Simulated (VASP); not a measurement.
# Si3Ge: relaxation of cell and atoms with PBE

The system is Si3Ge.

```
CELL_PARAMETERS angstrom
2.78395 0.00000 0.00000
-1.39198 2.41097 0.00000
0.00000 0.00000 9.66511
ATOMIC_POSITIONS crystal
Si 0.66667 0.33333 0.25000
Si 0.66667 0.33333 0.75000
Si 0.33333 0.66667 0.50000
Ge 0.33333 0.66667 0.00000
```

```yaml
Program: VASP 6.6.1
Task: relaxation of cell and atoms
Functional: PBE
Potentials_or_basis: VASP PAW PBE potentials, release 64 (Si, Ge_d)
Cutoff: 500 eV
k_mesh: 6 × 6 × 2
Occupations: gaussian, width 0.1 eV
Spin: no spin polarisation
Dipole_correction: no
Further_INCAR_settings: ALGO = Normal; EDIFF = 1e-07; IBRION = 2; EDIFFG = -0.04; NSW = 90; ISIF = 3
```

```json
{
  "Relaxed volume": "15.86 Å³/atom",
  "Relaxed cell": "a = 2.826 Å, b = 2.826 Å, c = 9.170 Å, α = 90.00°, β = 90.00°, γ = 120.00°",
  "Space group after relaxing (to 0.05 Å)": "P-6m2 (No. 187)",
  "Energy gained by relaxing": "71.0 meV/atom",
  "Ionic steps": "13",
  "Pressure after relaxing": "0.0 GPa"
}
```

Step by step:
```
step  energy change (eV)  largest force (eV/Å)  pressure (GPa)  volume (Å³)
   1              0.0000                0.4892           -0.77        64.87
   2             -0.1686                0.4961           -0.86        64.07
   3             -0.1614                0.4225            0.59        63.00
   4             -0.2131                0.4817           -0.60        63.57
   5             -0.2385                0.3578            0.31        62.86
   6             -0.2540                0.1504            1.98        61.76
   7             -0.2712                0.1497            0.74        62.65
   8             -0.2803                0.1376           -0.22        63.56
   9             -0.2806                0.0959           -0.65        63.98
  10             -0.2808                0.1142           -0.48        63.80
  11             -0.2835                0.0227           -0.39        63.79
  12             -0.2836                0.0029           -0.37        63.79
  13             -0.2840                0.0017            0.03        63.44
```

Final structure:
```
Si Ge
1.0
     2.82647    0.00000    0.00000
    -1.41324    2.44780    0.00000
     0.00000    0.00000    9.16981
Si Ge
3 1
Cartesian
  1.4132 0.8159 2.4794
  1.4132 0.8159 6.6904
  0.0000 1.6319 4.5849
  0.0000 1.6319 0.0000
```

Levels at points of the mesh, in eV from the Fermi level:
```csv
k point,band 11,band 12,band 13,band 14,band 15,band 16
"(0.00, 0.00, 0.00)",1.10,1.43,6.88,6.88,8.28,8.28
"(0.50, 0.00, 0.00)",-5.79,-1.80,-1.63,-1.49,0.35,2.42
"(0.00, 0.00, 0.50)",-2.92,5.74,6.89,6.94,6.94,7.95
"(0.50, 0.00, 0.50)",-4.25,-4.03,-3.20,1.42,2.36,2.53
```

It took 2.6 min on 1 thread of Intel(R) Xeon(R) Platinum 8375C CPU @ 2.90GHz (Ice Lake) (shared host), peak memory 0.17 GiB.

Caveat: the k points lie up to 0.43 Å⁻¹ apart in the final cell; the bands computed are all filled at some k points, so no gap is given.
